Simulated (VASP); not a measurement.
# TaTiF4 (P4/mmm) in VASP: single point with PBE

Aim: the single point of TaTiF4 with PBE.

Everything below comes from runs of VASP 6.6.1. Logs are shortened: lines on timing, memory, paths and dates and some standing lists are left out, and cuts for length are marked.

## Step 1: The cell of the first run

The structure is tetragonal, space group P4/mmm (No. 123). The conventional cell has a = 3.026 Å, b = 3.026 Å, c = 9.211 Å, α = 90.00°, β = 90.00°, γ = 90.00°. Within 2.8 Å of Ti (site symmetry 4/mmm) lie 4 F at 2.14 Å. Within 2.8 Å of Ta (site symmetry 4/mmm) lie 4 F at 2.14 Å. F (site symmetry 4/mmm) has 4 Ta at 2.14 Å and 2 F at 2.28 Å within 2.8 Å. Within 3.2 Å of F (site symmetry 4mm) lie 6 F at 2.28 to 3.03 Å and 4 Ta at 3.12 Å and 4 Ti at 3.16 Å. Within 2.8 Å of F (site symmetry 4/mmm) lie 4 Ti at 2.14 Å and 2 F at 2.33 Å.

The cell was generated, and may not be a known phase.

## Step 2: Single point, PBE, collinear spin

The input, INCAR:

```
  PREC = Accurate
  ENCUT = 520
  EDIFF = 1E-6
  ISMEAR = 0
  SIGMA = 0.1
  LREAL = False
  LASPH = True
  NELM = 150
  ALGO = Normal
  ISIF = 2
  LWAVE = False
  LCHARG = True
  ISPIN = 2
  MAGMOM = 1.31 0.36 0 0 0 0
  LORBIT = 11
  LMAXMIX = 4
  GGA = PE
  LELF = True
  LVHAR = True
  NBANDS = 38
```

The input, KPOINTS:

```
regular mesh
0
Gamma
  12 12 4
```

The input, POSCAR:

```
TaTiF4
1.0
    3.0260695175      0.0000000000      0.0000000000
    0.0000000000      3.0260695175      0.0000000000
    0.0000000000      0.0000000000      9.2109157128
Ti Ta F
1 1 4
Direct
    0.0000000000      0.0000000000      0.5000000000
    0.0000000000      0.0000000000      0.0000000000
    0.5000000000      0.5000000000      0.0000000000
    0.5000000000      0.5000000000      0.2469909000
    0.5000000000      0.5000000000      0.7530091000
    0.5000000000      0.5000000000      0.5000000000
```

Potentials or basis: VASP PAW PBE potentials, release 64 (Ti_sv, Ta_pv, F).

Run with:

```console
> cat potpaw_PBE.64/Ti_sv/POTCAR potpaw_PBE.64/Ta_pv/POTCAR potpaw_PBE.64/F/POTCAR > POTCAR
> mpirun -np 1 vasp_std > vasp.out
```

OUTCAR:

```text
PREC = Accurate
   ENCUT = 520
   EDIFF = 1E-6
   ISMEAR = 0
   LREAL = False
   LASPH = True
   NELM = 150
   ISIF = 2
   ISPIN = 2
   LORBIT = 11
   GGA = PE

 ion  position               nearest neighbor table
   1  0.000  0.000  0.500-   6 2.14   6 2.14   6 2.14   6 2.14
   2  0.000  0.000  0.000-   3 2.14   3 2.14   3 2.14   3 2.14
   3  0.500  0.500  0.000-   2 2.14   2 2.14   2 2.14   2 2.14
   4  0.500  0.500  0.247-
   5  0.500  0.500  0.753-
   6  0.500  0.500  0.500-   1 2.14   1 2.14   1 2.14   1 2.14

  LATTYP: Found a simple tetragonal cell.
 ALAT       =     3.0260695175
 C/A-ratio  =     3.0438546304

  Lattice vectors:

 A1 = (   3.0260695175,   0.0000000000,   0.0000000000)
 A2 = (   0.0000000000,   3.0260695175,   0.0000000000)
 A3 = (   0.0000000000,   0.0000000000,   9.2109157128)

Analysis of symmetry for initial positions (statically):
=====================================================================
 Subroutine PRICEL returns:
 Original cell was already a primitive cell.

 Routine SETGRP: Setting up the symmetry group for a
 simple tetragonal supercell.

 Subroutine GETGRP returns: Found 16 space group operations
 (whereof 16 operations were pure point group operations)
 out of a pool of 16 trial point group operations.

The static configuration has the point symmetry D_4h.

Analysis of symmetry for dynamics (positions and initial velocities):
=====================================================================
 Subroutine PRICEL returns:
 Original cell was already a primitive cell.

 Routine SETGRP: Setting up the symmetry group for a
 simple tetragonal supercell.

 Subroutine GETGRP returns: Found 16 space group operations
 (whereof 16 operations were pure point group operations)
 out of a pool of 16 trial point group operations.

The dynamic configuration has the point symmetry D_4h.

Analysis of structural, dynamic, and magnetic symmetry:
=====================================================================
 Subroutine PRICEL returns:
 Original cell was already a primitive cell.

 Routine SETGRP: Setting up the symmetry group for a
 simple tetragonal supercell.

 Subroutine GETGRP returns: Found 16 space group operations
 (whereof 16 operations were pure point group operations)
 out of a pool of 16 trial point group operations.

The overall configuration has the point symmetry D_4h.

 Subroutine INISYM returns: Found 16 space group operations
 (whereof 16 operations are pure point group operations),
 and found     1 'primitive' translations

[... 137 lines left out ...]
 maximum number of plane-waves:      2294
 NGX is ok and might be reduce to    24
   NGX = 11   NGY = 11   NGZ = 35

 number of electron      51.0000023 magnetization       3.0309098

 Free energy of the ion-electron system (eV)
  ---------------------------------------------------
  ext. energy  EPLUGINS =         0.00000000
  ---------------------------------------------------
  free energy    TOTEN  =       -33.08454112 eV

  energy without entropy =      -33.05789679  energy(sigma->0) =      -33.07121896

 E-fermi :   3.9887     XC(G=0): -10.1151

 val. band max:        3.9814170005   @ k =   0.2500   0.0000   0.0000
 cond. band min:       3.9898903973   @ k =   0.3333   0.1667   0.0000
 fundamental gap:      0.0084733968
 Fermi energy:         3.9887057332

 spin component 1

 k-point     1 :       0.0000    0.0000    0.0000
  band No.  band energies     occupation
      1     -54.5403      1.00000
      2     -32.7651      1.00000
      3     -32.5487      1.00000
      4     -32.5487      1.00000
      5     -30.8852      1.00000
      6     -30.7071      1.00000
[... 949 lines left out ...]
     36      10.6628      0.00000
     37      12.3067      0.00000

 [... further k-points ...]

 spin component 2

 k-point     1 :       0.0000    0.0000    0.0000
  band No.  band energies     occupation
      1     -53.1311      1.00000
      2     -32.0775      1.00000
      3     -32.0774      1.00000
      4     -31.9792      1.00000
      5     -29.4153      1.00000
      6     -29.4153      1.00000
[... 949 lines left out ...]
     36      11.3179      0.00000
     37      12.9543      0.00000

 [... further k-points ...]

 [bands above 37 left out]

------------------------ aborting loop because EDIFF is reached ----------------------------------------

  FORCE on cell =-STRESS in cart. coord.  units (eV):
  Direction    XX          YY          ZZ          XY          YZ          ZX
  --------------------------------------------------------------------------------------
  -------------------------------------------------------------------------------------
  Total        0.0805963      0.0805963     -0.1429485      0.0000000      0.0000000      0.0000000
  in kB        1.5309653      1.5309653     -2.7153735      0.0000000      0.0000000      0.0000000
  external PRESSURE =       0.1155190 kB  Pullay stress =       0.0000000 kB

 VOLUME and BASIS-vectors are now :
 -----------------------------------------------------------------------------
  energy-cutoff  :      520.00
  volume of cell :       84.35
      direct lattice vectors                 reciprocal lattice vectors
     3.026069517  0.000000000  0.000000000     0.330461675  0.000000000  0.000000000
     0.000000000  3.026069517  0.000000000     0.000000000  0.330461675  0.000000000
     0.000000000  0.000000000  9.210915713     0.000000000  0.000000000  0.108566839

 POSITION                                       TOTAL-FORCE (eV/Angst)
 -----------------------------------------------------------------------------------
      0.00000      0.00000      4.60546         0.000000      0.000000     -0.000000
      0.00000      0.00000      0.00000         0.000000      0.000000     -0.000000
      1.51303      1.51303      0.00000         0.000000      0.000000     -0.000000
      1.51303      1.51303      2.27501         0.000000     -0.000000      0.006572
      1.51303      1.51303      6.93590         0.000000      0.000000     -0.006572
      1.51303      1.51303      4.60546         0.000000      0.000000     -0.000000
 -----------------------------------------------------------------------------------
    total drift:                                0.000000     -0.000000      0.000000

  FREE ENERGIE OF THE ION-ELECTRON SYSTEM (eV)
  ---------------------------------------------------
  free  energy   TOTEN  =       -33.0845411228 eV

  energy  without entropy=      -33.0578967934  energy(sigma->0) =      -33.07121896

 total charge

# of ion       s       p       d       tot
------------------------------------------
    1        2.073   6.025   1.987  10.085
    2        0.207   6.050   2.361   8.618
    3        1.745   4.399   0.000   6.144
    4        1.743   4.273   0.000   6.016
    5        1.743   4.273   0.000   6.016
    6        1.736   4.388   0.000   6.125
--------------------------------------------------
tot          9.247  29.407   4.348  43.002

 magnetization (x)

# of ion       s       p       d       tot
------------------------------------------
    1        0.008   0.007   1.415   1.430
    2        0.046   0.005   0.832   0.883
    3        0.004   0.047   0.000   0.051
    4        0.003   0.030   0.000   0.033
    5        0.003   0.030   0.000   0.033
    6       -0.000   0.028   0.000   0.028
--------------------------------------------------
tot          0.064   0.145   2.247   2.456
```

OSZICAR:

```text
N       E                     dE             d eps       ncg     rms          rms(c)
DAV:   1     0.589372423165E+03    0.58937E+03   -0.26596E+04 12768   0.143E+03
DAV:   2     0.226920187105E+02   -0.56668E+03   -0.53502E+03 13862   0.432E+02
DAV:   3    -0.374837154295E+02   -0.60176E+02   -0.58663E+02 17434   0.141E+02
[... 14 lines left out ...]
DAV:  18    -0.330840895259E+02   -0.55299E-03   -0.15569E-03 14360   0.139E-01    0.654E-02
DAV:  19    -0.330844043614E+02   -0.31484E-03   -0.10213E-03 14792   0.115E-01    0.632E-02
DAV:  20    -0.330845089159E+02   -0.10455E-03   -0.30053E-04 14726   0.590E-02    0.476E-02
DAV:  21    -0.330845373833E+02   -0.28467E-04   -0.24193E-04 14610   0.448E-02    0.182E-02
DAV:  22    -0.330845402760E+02   -0.28928E-05   -0.14592E-04 14646   0.375E-02    0.612E-03
DAV:  23    -0.330845411228E+02   -0.84678E-06   -0.51572E-06 13850   0.971E-03
   1 F= -.33084541E+02 E0= -.33071219E+02  d E =-.266443E-01  mag=     3.0279
```

It took 12 min on 1 thread of Oxide Virtual Turin-like, shared host; peak memory 0.47 GiB.

What came out:

| Item | Value |
| --- | --- |
| Free energy | -33.0845 eV |
| Pressure | 0.0 GPa |
| Largest force | 0.007 eV/Å |
| Band gap on the k mesh | zero (filled and empty bands overlap) |
| Net moment | 3.03 μB per cell |
| Site moments | Ti +1.43; Ta +0.88; F +0.05, +0.03 (each value once) μB |
| Valence electrons inside the program's atomic spheres | Ti 10.09; Ta 8.62; F 6.14, 6.02, 6.12 (each value once) |

Forces in eV/Å, atoms in the order of the input:
```
Ti   0.000  0.000  0.000
Ta   0.000  0.000  0.000
F    0.000  0.000  0.000
F    0.000  0.000  0.007
F    0.000  0.000 -0.007
F    0.000  0.000  0.000
```

Stress tensor (GPa, compression positive):
```
 0.15  0.00  0.00
 0.00  0.15  0.00
 0.00  0.00 -0.27
```

Caveat: spin-orbit coupling is left out, which moves the levels of the heavy elements; semilocal functionals often make such compounds metallic where correlation or magnetic order opens a gap, which also shifts bond lengths.
